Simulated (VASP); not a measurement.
# PbS (R3m) in VASP: single point with PBE+D3(BJ)

Aim: the single point of PbS with PBE+D3(BJ).

Everything below comes from runs of VASP 6.6.1. Logs are shortened: lines on timing, memory, paths and dates and some standing lists are left out, and cuts for length are marked.

### 1 The cell of the first run

Symmetry: R3m, No. 160, trigonal system. The conventional cell has a = 4.302 Å, b = 4.302 Å, c = 10.757 Å, α = 90.00°, β = 90.00°, γ = 120.00°. Pb (site symmetry 3m) has 6 S at 2.92 to 3.22 Å within 3.8 Å. Within 3.8 Å of S (site symmetry 3m) lie 6 Pb at 2.92 to 3.22 Å.

### 2 Single point, PBE+D3(BJ) (volume scaled by 1.10, then relaxed in part)

INCAR

```
SYSTEM = PbS
  PREC = Accurate
  ENCUT = 520
  EDIFF = 1E-7
  ISMEAR = 0
  SIGMA = 0.02
  LREAL = .False.
  LASPH = .True.
  NELM = 100
  ALGO = Normal
  ISIF = 2
  LWAVE = .False.
  LCHARG = .False.
  GGA = PE
  IVDW = 12
  NBANDS = 17
```

KPOINTS

```
regular mesh
0
Gamma
  12 12 12
  0 0 0
```

POSCAR

```
PbS
1.0
    2.1510662815      1.2419186967      3.5855463077
   -2.1510662815      1.2419186967      3.5855463077
    0.0000000000     -2.4838373934      3.5855463077
Pb S
1 1
Direct
    0.9896114719      0.9896114719      0.9896114719
    0.4659898581      0.4659898581      0.4659898581
```

Potentials or basis: VASP PAW PBE potentials, release 64 (Pb_d, S).

Run with:

```
cat potpaw_PBE.64/Pb_d/POTCAR potpaw_PBE.64/S/POTCAR > POTCAR
mpirun -np 1 vasp_std > vasp.out
```

OUTCAR:

```text
SYSTEM = PbS
   PREC = Accurate
   ENCUT = 520
   EDIFF = 1E-7
   ISMEAR = 0
   LREAL = .False.
   LASPH = .True.
   NELM = 100
   ISIF = 2
   GGA = PE
   IVDW = 12
 IVDW          = 12

 ion  position               nearest neighbor table
   1  0.990  0.990  0.990-   2 2.92   2 2.92   2 2.92   2 3.22   2 3.22   2 3.22
   2  0.466  0.466  0.466-   1 2.92   1 2.92   1 2.92   1 3.22   1 3.22   1 3.22

  LATTYP: Found a trigonal (rhomboedric) cell.
 ALAT       =     4.3618333899
 COS(alpha) =     0.5135934265

  Lattice vectors:

 A1 = (   2.1510662815,   1.2419186967,   3.5855463077)
 A2 = (  -2.1510662815,   1.2419186967,   3.5855463077)
 A3 = (   0.0000000000,  -2.4838373934,   3.5855463077)

Analysis of symmetry for initial positions (statically):
=====================================================================
 Subroutine PRICEL returns:
 Original cell was already a primitive cell.

 Routine SETGRP: Setting up the symmetry group for a
 trigonal (rhombohedral) supercell.

 Subroutine GETGRP returns: Found  6 space group operations
 (whereof  6 operations were pure point group operations)
 out of a pool of 12 trial point group operations.

The static configuration has the point symmetry C_3v.

Analysis of symmetry for dynamics (positions and initial velocities):
=====================================================================
 Subroutine PRICEL returns:
 Original cell was already a primitive cell.

 Routine SETGRP: Setting up the symmetry group for a
 trigonal (rhombohedral) supercell.

 Subroutine GETGRP returns: Found  6 space group operations
 (whereof  6 operations were pure point group operations)
 out of a pool of 12 trial point group operations.

The dynamic configuration has the point symmetry C_3v.

 Subroutine INISYM returns: Found  6 space group operations
 (whereof  6 operations are pure point group operations),
 and found     1 'primitive' translations

----------------------------------------------------------------------------------------

                                     Primitive cell

  volume of cell :      57.4716

  direct lattice vectors                    reciprocal lattice vectors
     2.151066281  1.241918697  3.585546308     0.232442861  0.134200948  0.092965843
    -2.151066281  1.241918697  3.585546308    -0.232442861  0.134200948  0.092965843
     0.000000000 -2.483837393  3.585546308     0.000000000 -0.268401896  0.092965843

  length of vectors
     4.361833390  4.361833390  4.361833390     0.284046169  0.284046169  0.284046169

  position of ions in fractional coordinates (direct lattice)
     0.989611472  0.989611472  0.989611472
     0.465989858  0.465989858  0.465989858

  ion indices of the primitive-cell ions
   primitive index   ion index
                 1           1
                 2           2

----------------------------------------------------------------------------------------

 KPOINTS: regular mesh

Automatic generation of k-mesh.
 Grid dimensions read from file:
 generate k-points for:   12   12   12

 Generating k-lattice:

  Cartesian coordinates                     Fractional coordinates (reciprocal lattice)
     0.019370238  0.011183412  0.007747154     0.083333333 -0.000000000  0.000000000
    -0.019370238  0.011183412  0.007747154    -0.000000000  0.083333333  0.000000000
     0.000000000 -0.022366825  0.007747154     0.000000000  0.000000000  0.083333333

  Length of vectors
     0.023670514  0.023670514  0.023670514

  Shift w.r.t. Gamma in fractional coordinates (k-lattice)
     0.000000000  0.000000000  0.000000000

 Subroutine IBZKPT returns following result:
 ===========================================

 Found    189 irreducible k-points:

 Following reciprocal coordinates:
            Coordinates               Weight
  0.000000  0.000000  0.000000      1.000000
  0.083333 -0.000000  0.000000      6.000000
  0.166667 -0.000000  0.000000      6.000000
  0.250000 -0.000000  0.000000      6.000000
  0.333333 -0.000000  0.000000      6.000000
  0.416667 -0.000000  0.000000      6.000000
[... 16 lines left out ...]
  0.500000  0.166667  0.000000     12.000000
 -0.416667  0.166667 -0.000000     12.000000
 [... further k-points ...]
   k-points           NKPTS =    189   k-points in BZ     NKDIM =    189   number of bands    NBANDS=     17
   number of dos      NEDOS =    301   number of ions     NIONS =      2
   total plane-waves  NPLWV =  32768
   dimension x,y,z NGX =    32 NGY =   32 NGZ =   32
   dimension x,y,z NGXF=    64 NGYF=   64 NGZF=   64
   ions per type =               1   1
   NGX,Y,Z   is equivalent  to a cutoff of  12.20, 12.20, 12.20 a.u.
   NGXF,Y,Z  is equivalent  to a cutoff of  24.39, 24.39, 24.39 a.u.
 SYSTEM =  PbS
   PREC   = accura    normal or accurate (medium, high low for compatibility)
   ISTART =      0    job   : 0-new  1-cont  2-samecut
   ICHARG =      2    charge: 1-file 2-atom 10-const
   ISPIN  =      1    spin polarized calculation?
   LNONCOLLINEAR =      F non collinear calculations
   LSORBIT =      F    spin-orbit coupling
   LASPH  =      T    aspherical Exc in radial PAW
   ENCUT  =  520.0 eV  38.22 Ry    6.18 a.u.   8.11  8.11  8.11*2*pi/ulx,y,z
   NELM   =    100;   NELMIN=  2; NELMDL= -5     # of ELM steps
   EDIFF  = 0.1E-06   stopping-criterion for ELM
   LREAL  =      F    real-space projection
   EDIFFG = 0.1E-05   stopping-criterion for IOM
   NSW    =      0    number of steps for IOM
   IBRION =     -1    ionic relax: 0-MD 1-quasi-New 2-CG
   NFREE  =      0    steps in history (QN), initial steepest desc. (CG)
   ISIF   =      2    stress and relaxation
   ISYM   =      2    0-nonsym 1-usesym 2-fastsym
   POTIM  = 0.5000    time-step for ionic-motion
   TEBEG  =    0.0;   TEEND  =   0.0 temperature during run
   PSTRESS=    0.0 pullay stress
   NELECT =      20.0000    total number of electrons
   NUPDOWN=      -1.0000    fix difference up-down
   EMIN   =  10.00;   EMAX   =-10.00  energy-range for DOS
   EFERMI =   0.00;   METHOD = LEGACY
   ISMEAR =     0;   SIGMA  =   0.02  broadening in eV -4-tet -1-fermi 0-gaus
   EFERMI_NEDOS =   21; number of points for ismear=-14 and -15
   IALGO  =     38    algorithm
   IMIX   =      4    mixing-type and parameters
     AMIX     =   0.40;   BMIX     =  1.00
     AMIX_MAG =   1.60;   BMIX_MAG =  1.00
  volume/ion in A,a.u.               =      28.74       193.92
  Fermi-wavevector in a.u.,A,eV,Ry     =   1.151508  2.176035 18.040928  1.325971
  Thomas-Fermi vector in A             =   2.288165
   LORBIT       =      0    0 simple, 1 ext, 2 COOP (PROOUT), +10 PAW based schemes
   GGA     = PE    functional components
   LHFCALC =     F    Hartree Fock is set to
   AEXX    =    0.0000 exact exchange contribution
   IVDW    =    12    specifies the selected vdW correction
   LEPSILON=     F    determine dielectric tensor
   LRPA    =     F    only Hartree local field effects (RPA)
 non-spin polarized calculation
 Gauss-broadening in eV      SIGMA  =   0.02
  energy-cutoff  :      520.00
  volume of cell :       57.47
 maximum number of plane-waves:      1564
   NGX = 17   NGY = 17   NGZ = 17

 number of electron      20.0000001 magnetization

 Free energy of the ion-electron system (eV)
  ---------------------------------------------------
  ext. energy  EPLUGINS =         0.00000000
  ---------------------------------------------------
  free energy    TOTEN  =        -8.74548237 eV

  energy without entropy =       -8.74548237  energy(sigma->0) =       -8.74548237

 E-fermi :   4.5855     XC(G=0):  -9.2194

 val. band max:        4.4646248988   @ k =   0.5000  -0.0000   0.0000
 cond. band min:       5.2980080025   @ k =   0.5000  -0.0000   0.0000
 fundamental gap:      0.8333831037
 Fermi energy:         4.5854610983

 k-point     1 :       0.0000    0.0000    0.0000
  band No.  band energies     occupation
      1     -12.0507      2.00000
      2     -12.0447      2.00000
      3     -12.0447      2.00000
      4     -12.0332      2.00000
      5     -12.0332      2.00000
      6      -8.2365      2.00000
[... 9 lines left out ...]
     16      11.8651      0.00000
     17      13.2459      0.00000

 k-point     2 :       0.0833   -0.0000    0.0000
  band No.  band energies     occupation
      1     -12.0495      2.00000
      2     -12.0445      2.00000
      3     -12.0430      2.00000
      4     -12.0341      2.00000
      5     -12.0339      2.00000
      6      -8.1843      2.00000
[... 9 lines left out ...]
     16      11.9303      0.00000
     17      13.7800      0.00000

 k-point     3 :       0.1667   -0.0000    0.0000
  band No.  band energies     occupation
      1     -12.0488      2.00000
      2     -12.0438      2.00000
      3     -12.0413      2.00000
      4     -12.0341      2.00000
      5     -12.0327      2.00000
      6      -8.0331      2.00000
[... 9 lines left out ...]
     16      12.1905      0.00000
     17      14.8644      0.00000

 k-point     4 :       0.2500   -0.0000    0.0000
  band No.  band energies     occupation
      1     -12.0529      2.00000
      2     -12.0446      2.00000
      3     -12.0427      2.00000
      4     -12.0294      2.00000
      5     -12.0253      2.00000
      6      -7.8017      2.00000
[... 9 lines left out ...]
     16      12.7558      0.00000
     17      16.0429      0.00000

 k-point     5 :       0.3333   -0.0000    0.0000
  band No.  band energies     occupation
      1     -12.0586      2.00000
      2     -12.0488      2.00000
      3     -12.0421      2.00000
      4     -12.0225      2.00000
      5     -12.0169      2.00000
      6      -7.5300      2.00000
[... 9 lines left out ...]
     16      13.5182      0.00000
     17      16.4181      0.00000

 k-point     6 :       0.4167   -0.0000    0.0000
  band No.  band energies     occupation
      1     -12.0631      2.00000
      2     -12.0521      2.00000
      3     -12.0417      2.00000
      4     -12.0171      2.00000
      5     -12.0107      2.00000
      6      -7.2922      2.00000
[... 9 lines left out ...]
     16      14.3901      0.00000
     17      15.6222      0.00000

 k-point     7 :       0.5000   -0.0000    0.0000
  band No.  band energies     occupation
      1     -12.0648      2.00000
      2     -12.0533      2.00000
      3     -12.0416      2.00000
      4     -12.0151      2.00000
      5     -12.0084      2.00000
      6      -7.1930      2.00000
[... 9 lines left out ...]
     16      14.9450      0.00000
     17      15.0950      0.00000

 k-point     8 :       0.0833    0.0833    0.0000
  band No.  band energies     occupation
      1     -12.0498      2.00000
      2     -12.0442      2.00000
      3     -12.0420      2.00000
      4     -12.0365      2.00000
      5     -12.0320      2.00000
      6      -8.1682      2.00000
[... 9 lines left out ...]
     16      12.1770      0.00000
     17      13.5257      0.00000
[... 203 lines left out ...]
      1     -12.0525      2.00000
      2     -12.0488      2.00000
      3     -12.0369      2.00000
      4     -12.0347      2.00000
      5     -12.0286      2.00000
      6      -7.9694      2.00000
[... 9 lines left out ...]
     16      13.1391      0.00000
     17      13.8750      0.00000

 k-point    20 :       0.2500    0.1667    0.0000
  band No.  band energies     occupation
      1     -12.0590      2.00000
      2     -12.0515      2.00000
      3     -12.0353      2.00000
      4     -12.0296      2.00000
      5     -12.0245      2.00000
      6      -7.7987      2.00000
[... 9 lines left out ...]
     16      13.6143      0.00000
     17      14.6230      0.00000

 k-point    21 :       0.3333    0.1667   -0.0000
  band No.  band energies     occupation
      1     -12.0669      2.00000
      2     -12.0497      2.00000
      3     -12.0375      2.00000
      4     -12.0255      2.00000
      5     -12.0176      2.00000
      6      -7.5648      2.00000
[... 9 lines left out ...]
     16      14.1904      0.00000
     17      15.6698      0.00000

 k-point    22 :       0.4167    0.1667   -0.0000
  band No.  band energies     occupation
      1     -12.0725      2.00000
      2     -12.0472      2.00000
      3     -12.0396      2.00000
      4     -12.0226      2.00000
      5     -12.0124      2.00000
      6      -7.3168      2.00000
[... 9 lines left out ...]
     16      14.9300      0.00000
     17      15.7239      0.00000

 k-point    23 :       0.5000    0.1667    0.0000
  band No.  band energies     occupation
      1     -12.0746      2.00000
      2     -12.0480      2.00000
      3     -12.0379      2.00000
      4     -12.0207      2.00000
      5     -12.0109      2.00000
      6      -7.1331      2.00000
[... 9 lines left out ...]
     16      15.0999      0.00000
     17      15.4187      0.00000

 k-point    24 :      -0.4167    0.1667   -0.0000
  band No.  band energies     occupation
      1     -12.0727      2.00000
      2     -12.0491      2.00000
      3     -12.0363      2.00000
      4     -12.0197      2.00000
      5     -12.0132      2.00000
      6      -7.0996      2.00000
[... 9 lines left out ...]
     16      14.2755      0.00000
     17      15.9152      0.00000

 [... further k-points ...]

------------------------ aborting loop because EDIFF is reached ----------------------------------------

 Edisp (eV)   -0.63433

 E8    (eV) :    -0.2867

  FORCE on cell =-STRESS in cart. coord.  units (eV):
  Direction    XX          YY          ZZ          XY          YZ          ZX
  --------------------------------------------------------------------------------------
  -------------------------------------------------------------------------------------
  Total      -1.06088    -1.06088    -1.04518     0.00000     0.00000     0.00000
  in kB     -29.57494   -29.57494   -29.13713     0.00000     0.00000     0.00000
  external pressure =      -29.43 kB  Pullay stress =        0.00 kB

 VOLUME and BASIS-vectors are now :
 -----------------------------------------------------------------------------
  energy-cutoff  :      520.00
  volume of cell :       57.47
      direct lattice vectors                 reciprocal lattice vectors
     2.151066281  1.241918697  3.585546308     0.232442861  0.134200948  0.092965843
    -2.151066281  1.241918697  3.585546308    -0.232442861  0.134200948  0.092965843
     0.000000000 -2.483837393  3.585546308     0.000000000 -0.268401896  0.092965843

 POSITION                                       TOTAL-FORCE (eV/Angst)
 -----------------------------------------------------------------------------------
      0.00000      0.00000     10.64489         0.000000      0.000000     -0.000483
      0.00000      0.00000      5.01248         0.000000      0.000000      0.000483
 -----------------------------------------------------------------------------------
    total drift:                                0.000000     -0.000000      0.000101

  FREE ENERGIE OF THE ION-ELECTRON SYSTEM (eV)
  ---------------------------------------------------
  free  energy   TOTEN  =        -9.3798139839 eV

  energy  without entropy=       -9.3798139839  energy(sigma->0) =       -9.37981398
```

Wall time 52 s (1 thread of Intel Xeon 6975P-C (Granite Rapids), shared host); peak memory 0.32 GiB.

Results:

| Item | Value |
| --- | --- |
| Free energy | -9.3798 eV |
| Pressure | -2.9 GPa |
| Band gap on the k mesh | 0.83 eV, direct |
| Dispersion energy per atom | -0.317 eV |

Levels at points of the mesh, in eV from the valence-band top:
```csv
k point,band 6,band 7,band 8,band 9,band 10,band 11,band 12,band 13,band 14,band 15
"(0.00, 0.00, 0.00)",-12.70,-6.00,-1.59,-1.59,-1.58,4.66,4.99,4.99,7.30,7.30
"(0.50, 0.00, 0.00)",-11.66,-8.18,-1.41,-1.39,0.00,0.83,2.39,2.52,8.57,10.31
"(0.50, 0.50, 0.00)",-11.38,-7.01,-4.17,-2.70,-2.66,3.98,5.42,5.54,5.95,11.16
"(0.50, 0.50, 0.50)",-11.77,-8.08,-1.30,-1.30,-0.19,1.11,2.45,2.45,8.49,10.41
```

Caveat: spin-orbit coupling is left out, which moves the levels of the heavy elements.
